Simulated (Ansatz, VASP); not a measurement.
**Two plane-wave programs on BaF2**

```
CELL_PARAMETERS angstrom
0.00000 3.09736 3.09736
3.09736 0.00000 3.09736
3.09736 3.09736 0.00000
ATOMIC_POSITIONS crystal
Ba 0.00000 0.00000 0.00000
F 0.25000 0.25000 0.25000
F 0.75000 0.75000 0.75000
```

Alike in both runs: functional r2SCAN; k mesh 6 × 6 × 6; occupations gaussian, width 0.02 eV; no spin polarisation.

Ansatz relaxed the structure, and its values are those at the end. VASP's run is a single point on that final structure, the one shown.

```csv
,VASP,Ansatz
version,VASP 6.6.1,Ansatz 0.2.0
potentials or method,"VASP PAW PBE potentials, release 64 (Ba_sv, F), cutoff 660 eV","scalar-relativistic, plane waves, PAW"
valence electrons in the cell,24,24
```

VASP gave:

| Property | Result |
| --- | --- |
| gap on the k mesh at the Fermi level (eV) | 7.36 |
| least direct gap on the mesh (eV) | 7.43 |
| pressure (GPa) | 0.9 |

Question: Estimate Ansatz's values.

Answer: gap on the k mesh at the Fermi level (eV): 7.44; least direct gap on the mesh (eV): 7.52; pressure (GPa): 0.0.

VASP's potentials were made for PBE, not for r2SCAN.

Neither program's run includes spin-orbit coupling.
